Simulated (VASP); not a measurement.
Wanted: the native input for a VASP 6.6.1 run.

```
Task                   : relaxation of cell and atoms
Functional             : PBE
Potentials or basis    : VASP PAW PBE potentials, release 64 (As)
Cutoff                 : 600 eV
k mesh                 : 17 × 17 × 17
Occupations            : fermi-dirac, width 0.08 eV
Spin                   : no spin polarisation
Target pressure        : 9.3 GPa
Dipole correction      : no
Further INCAR settings : ALGO = Normal; EDIFF = 1e-06; IBRION = 2; EDIFFG = -0.005; NSW = 60; ISIF = 3
```

The structure of As lies in POSCAR:

```
As
1.0
   -1.6374581079      1.6374581079      1.6374581079
    1.6374581079     -1.6374581079      1.6374581079
    1.6374581079      1.6374581079     -1.6374581079
As
1
Direct
    0.0000000000      0.0000000000      0.0000000000
```

The input as run:

INCAR

```
SYSTEM = As
PREC = Accurate
ENCUT = 600
EDIFF = 1E-6
ISMEAR = -1
SIGMA = 0.08
LREAL = .FALSE.
LASPH = .TRUE.
NELM = 100
ALGO = Normal
ISIF = 3
LWAVE = .FALSE.
LCHARG = .FALSE.
GGA = PE
IBRION = 2
NSW = 60
EDIFFG = -0.005
PSTRESS = 93.0
```

KPOINTS

```
Automatic mesh
0
G
  17 17 17
  0 0 0
```

Potentials or basis: VASP PAW PBE potentials, release 64 (As).

Command:

```sh
$ cat potpaw_PBE.64/As/POTCAR > POTCAR
$ mpirun -np 1 vasp_std > vasp.out
```

It gave:

```
Relaxed volume                                         : 17.37 Å³/atom
Relaxed cell                                           : a = 2.826 Å, b = 2.826 Å, c = 2.826 Å, α = 109.47°, β = 109.47°, γ = 109.47°
Space group after relaxing (to 0.05 Å)                 : Im-3m (No. 229)
Energy change on relaxing (the enthalpy is what falls) : +10.4 meV/atom
Ionic steps                                            : 3
Pressure after relaxing                                : 9.3 GPa
```

Caveat: the cell is relaxed towards a set pressure, so the enthalpy falls and the energy may rise.

Wall time 22 s on 1 thread of Intel(R) Xeon(R) Platinum 8488C (Sapphire Rapids), on a shared host, peak memory 0.16 GiB.
